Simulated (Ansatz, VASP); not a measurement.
## P2Rh2W: VASP beside Ansatz

Contents of POSCAR:

```
P2Rh2W
1.0
    0.0000000000      3.5915870000      0.0000000000
    3.5915870000      0.0000000000      0.0000000000
    1.7957930000      1.7957930000     -6.0041640000
W Rh P
1 2 2
Direct
    0.0000000000      0.0000000000      0.0000000000
    0.7500000000      0.2500000000      0.5000000000
    0.2500000000      0.7500000000      0.5000000000
    0.3600000000      0.3600000000      0.2800000000
    0.6400000000      0.6400000000      0.7200000000
```

Contents of INCAR.step1:

```
SYSTEM = P2Rh2W
ALGO = Normal
EDIFF = 1E-4
ENCUT = 520
GGA = PE
ISMEAR = 0
LASPH = .True.
LCHARG = .False.
LDAU = .True.
LDAUJ = 0 0.7 0
LDAUL = -1 2 -1
LDAUTYPE = 1
LDAUU = 0 3.86 0
LMAXMIX = 4
LREAL = .False.
LWAVE = .True.
NBANDS = 35
NELM = 150
PREC = Accurate
SIGMA = 0.0137
```

INCAR.step2

```
SYSTEM = P2Rh2W
ALGO = Normal
EDIFF = 1E-7
ENCUT = 520
ISIF = 2
ISMEAR = 0
ISTART = 1
LASPH = .True.
LCHARG = .False.
LDAU = .True.
LDAUJ = 0 0.7 0
LDAUL = -1 2 -1
LDAUPRINT = 1
LDAUTYPE = 1
LDAUU = 0 3.86 0
LMAXMIX = 4
LMIXTAU = .True.
LREAL = .False.
LWAVE = .False.
METAGGA = R2SCAN
NBANDS = 35
NELM = 150
PREC = Accurate
SIGMA = 0.0137
```

File KPOINTS:

```
k-points
0
Gamma
  7 7 7
  0 0 0
```

Input for Ansatz:

```yaml
crystal:
  lattice:
    - [0.0, 3.591587, 0.0]
    - [3.591587, 0.0, 0.0]
    - [1.795793, 1.795793, -6.004164]
  atoms:
    - { symbol: W, position: [0.0, 0.0, 0.0] }
    - { symbol: Rh, position: [0.75, 0.25, 0.5] }
    - { symbol: Rh, position: [0.25, 0.75, 0.5] }
    - { symbol: P, position: [0.36, 0.36, 0.28] }
    - { symbol: P, position: [0.64, 0.64, 0.72] }
  symmetry: { tolerance: 0.0003 }
kpoints:
  mp_grid: { grid: [7, 7, 7], shift: [0, 0, 0] }
  band_path:
    path:
      - [0.0, 0.0, 0.0]
      - [0.5, 0.5, 0.5]
      - [0.5, 0.5, 0.25]
      - [0.0, 0.5, 0.0]
      - [0.0, 0.0, 0.0]
      - [0.0, 0.0, -0.5]
      - [0.0, 0.45527218, -0.27236391]
      - [0.0, 0.54472782, 0.27236391]
      - [0.0, 0.0, 0.0]
      - [0.5, 0.5, 0.5]
      - [0.45527218, 0.54472782, 0.5]
    npoints: 6
magnetization:
  spin_polarized: false
scf:
  occupations: { method: gaussian, width: 0.0137 }
  lower_state_search: "off"
  max_iter: 200
hamiltonian:
  pseudopotentials: { kind: paw }
  xc: r2scan
  hubbard:
    projectors: all-electron-ortho-atomic
    sites: [{ species: Rh, l: d, u: 3.86, j: 0.7 }]
basis:
  ecutwfc: 500
  fft_grid_basis: typed
output:
  forces: true
  stress: true
  eigenvalues: true
  bader: true
  populations: true
  elf: true
  write_potential: true
  volumetric_format: npy
  dos:
    e_range: [-12, 8]
    de: 0.05
    projected: { site_lists: { P: [P], Rh: [Rh], W: [W] } }
checkpoint:
  read: saved_state
```

Alike in both runs: task single point; functional r2SCAN; k mesh 7 × 7 × 7; occupations gaussian, width 0.0137 eV; no spin polarisation; Hubbard terms Rh d U = 3.86 eV, J = 0.7 eV.

|  | VASP | Ansatz |
| --- | --- | --- |
| version | VASP 6.6.1 | Ansatz 0.2.0 |
| potentials or method | VASP PAW PBE potentials, release 64 (W_sv, Rh_pv, P), cutoff 520 eV | PAW plane waves |
| valence electrons in the cell | 54 | 58 |

VASP gave:

* pressure (GPa): 4.0
* traceless stress, the component that is largest in VASP (GPa): -11.67
* rms of the force components (eV/Å): 1.509

Problem. Which values does Ansatz return?

Solution. Pressure (GPa): 7.5; traceless stress, the component that is largest in VASP (GPa): -12.72; rms of the force components (eV/Å): 1.683.

VASP's potentials were made for PBE, not for r2SCAN. The programs project onto different local orbitals, so the same U acts differently, and such runs can settle in different states. Atom by atom the forces differ by 0.174 eV/Å (rms over components). VASP's potentials hold 54 valence electrons a cell and Ansatz's 58, so a difference there can come from the potentials and not from the codes. Ansatz's warnings: filled band counts differ across k points.

Spin-orbit coupling is off throughout.
